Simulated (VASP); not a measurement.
Wanted: the native input for a VASP 6.6.1 run.

| Item | Value |
| --- | --- |
| Task | single point |
| Functional | r2SCANh |
| Potentials or basis | VASP PAW PBE potentials, release 64 (Ba_sv, S) |
| Cutoff | 520 eV |
| k mesh | 4 × 4 × 4 |
| Occupations | gaussian, width 0.01 eV |
| Spin | no spin polarisation |
| Dipole correction | no |
| Grid for exact exchange (PRECFOCK) | Normal |
| Further INCAR settings | ALGO = Normal; EDIFF = 1e-06; NBANDS = 15 |
| Share of exact exchange | 0.1 |

BaS:

```
CELL_PARAMETERS angstrom
3.83376 0.00000 0.00000
0.00000 3.83376 0.00000
0.00000 0.00000 3.83376
ATOMIC_POSITIONS crystal
Ba 0.00000 0.00000 0.00000
S 0.50000 0.50000 0.50000
```

These files were run (other wordings do the same):

POSCAR

```
BaS
1.0
    3.8337582597      0.0000000000      0.0000000000
    0.0000000000      3.8337582597      0.0000000000
    0.0000000000      0.0000000000      3.8337582597
Ba S
1 1
Direct
    0.0000000000      0.0000000000      0.0000000000
    0.5000000000      0.5000000000      0.5000000000
```

INCAR.step1

```
SYSTEM = BaS
PREC = Accurate
ENCUT = 520
EDIFF = 1E-5
ISMEAR = 0
SIGMA = 0.01
LREAL = .FALSE.
LASPH = .TRUE.
NELM = 100
ALGO = Normal
ISIF = 2
LWAVE = .TRUE.
LCHARG = .FALSE.
NBANDS = 15
GGA = PE
```

INCAR.step2

```
SYSTEM = BaS
PREC = Accurate
ENCUT = 520
EDIFF = 1E-6
ISMEAR = 0
SIGMA = 0.01
LREAL = .FALSE.
LASPH = .TRUE.
NELM = 100
ALGO = Normal
ISIF = 2
LWAVE = .FALSE.
LCHARG = .FALSE.
METAGGA = R2SCAN
LHFCALC = .TRUE.
AEXX = 0.1
LMIXTAU = .TRUE.
PRECFOCK = Normal
NBANDS = 15
ISTART = 1
```

KPOINTS

```
Automatic mesh
0
G
  4 4 4
  0 0 0
```

Potentials or basis: VASP PAW PBE potentials, release 64 (Ba_sv, S).

Launch:

```bash
$ cat potpaw_PBE.64/Ba_sv/POTCAR potpaw_PBE.64/S/POTCAR > POTCAR
$ cp INCAR.step1 INCAR
$ mpirun -np 1 vasp_std > vasp.out
$ cp INCAR.step2 INCAR
$ mpirun -np 1 vasp_std > vasp.out
```

Results of the run:

```json
{"Pressure": "0.8 GPa", "Band gap on the k mesh": "2.39 eV (least direct gap 2.51 eV)"}
```

Caveat: the PAW data sets were made with another functional, which shifts forces and pressure a little; spin-orbit coupling is left out, which moves the levels of the heavy elements.

It took 7.7 min on 1 thread of Intel(R) Xeon(R) Platinum 8375C CPU @ 2.90GHz (Ice Lake), on a shared host, peak memory 0.19 GiB.
